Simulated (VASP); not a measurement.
LiTlSe2: single point with r2SCAN

The system is LiTlSe2.

```
Li Se Tl
1.0
     4.26392    0.00000    0.00000
     0.00000    4.26392    0.00000
     0.00000    0.00000    5.98025
Li Se Tl
1 2 1
Direct
  0.00000 0.00000 0.00000
  0.00000 0.50000 0.22921
  0.50000 0.00000 0.77079
  0.50000 0.50000 0.50000
```

```yaml
Program: VASP 6.6.1
Task: single point
Functional: r2SCAN
Potentials_or_basis: VASP PAW PBE potentials, release 64 (Li_sv, Se, Tl_d)
Cutoff: 520 eV
k_mesh: 4 × 4 × 2
Occupations: gaussian, width 0.01 eV
Spin: no spin polarisation
Dipole_correction: no
Further_INCAR_settings: ALGO = Normal; EDIFF = 1e-07; NBANDS = 22
```

- Largest force: 0.018 eV/Å
- Band gap on the k mesh: 0.71 eV

Forces in eV/Å, atoms in the order of the input:
```
Li   0.000  0.000  0.000
Se   0.000  0.000 -0.018
Se   0.000  0.000  0.018
Tl   0.000  0.000  0.000
```

Levels at points of the mesh, in eV from the valence-band top:
```
           k point  band 12  band 13  band 14  band 15  band 16  band 17
(0.00, 0.00, 0.00)    -0.22     0.00     0.00     0.71     3.63     5.68
(0.50, 0.00, 0.00)    -1.67    -0.98    -0.47     2.46     5.82     5.95
(0.50, 0.50, 0.00)    -1.73    -1.73    -1.11     1.84     3.62     3.62
(0.00, 0.00, 0.50)    -1.22    -0.71    -0.71     2.28     3.78     5.49
(0.50, 0.00, 0.50)    -0.87    -0.54    -0.46     1.02     5.42     6.10
(0.50, 0.50, 0.50)    -2.05    -1.71    -1.51     3.36     5.60     5.60
```

Run time: 69 s on 1 thread of AMD EPYC 9R45 96-Core Processor (Zen 5) (shared host), peak memory 0.21 GiB.

Caveat: the k points lie up to 0.53 Å⁻¹ apart; the PAW data sets were made with another functional, which shifts forces and pressure a little; spin-orbit coupling is left out, which moves the levels of the heavy elements. A k mesh can miss the band edges.
